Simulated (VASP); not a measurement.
Here is a VASP 6.6.1 calculation.

Contents of POSCAR:

```
BaTe
1.0
    0.0000000000      3.4595096200      3.4595096200
    3.4595096200      0.0000000000      3.4595096200
    3.4595096200      3.4595096200      0.0000000000
Ba Te
1 1
Direct
    0.0000000000      0.0000000000      0.0000000000
    0.5000000000      0.5000000000      0.5000000000
```

Contents of INCAR.step1:

```
SYSTEM = BaTe
PREC = Accurate ; ENCUT = 520
ISMEAR = -1 ; SIGMA = 0.02
LREAL = .False. ; LASPH = .True.
NELM = 60 ; NBANDS = 15
GGA = PE ; ALGO = Normal
EDIFF = 1E-4 ; LWAVE = .True.
LCHARG = .False.
```

Contents of INCAR.step2:

```
SYSTEM = BaTe
PREC = Accurate ; ENCUT = 520
EDIFF = 1E-7 ; ISMEAR = -1
SIGMA = 0.02 ; LREAL = .False.
LASPH = .True. ; NELM = 60
ALGO = Normal ; ISIF = 2
LWAVE = .False. ; LCHARG = .False.
METAGGA = R2SCAN ; LMIXTAU = .True.
NBANDS = 15 ; ISTART = 1
```

KPOINTS

```
regular mesh
0
Gamma
  8 8 8
  0 0 0
```

Potentials or basis: VASP PAW PBE potentials, release 64 (Ba_sv, Te).

Launch:

```console
$ cat potpaw_PBE.64/Ba_sv/POTCAR potpaw_PBE.64/Te/POTCAR > POTCAR
$ cp INCAR.step1 INCAR
$ mpirun -np 1 vasp_std > vasp.out
$ cp INCAR.step2 INCAR
$ mpirun -np 1 vasp_std > vasp.out
```

(1) Predict the pressure.

(2) Estimate the band gap on the k mesh.

Answers

(1) 2.6 GPa.

(2) 1.79 eV, indirect (least direct gap 2.18 eV).

Caveat: the PAW data sets were made with another functional, which shifts forces and pressure a little; spin-orbit coupling is left out, which moves the levels of the heavy elements.
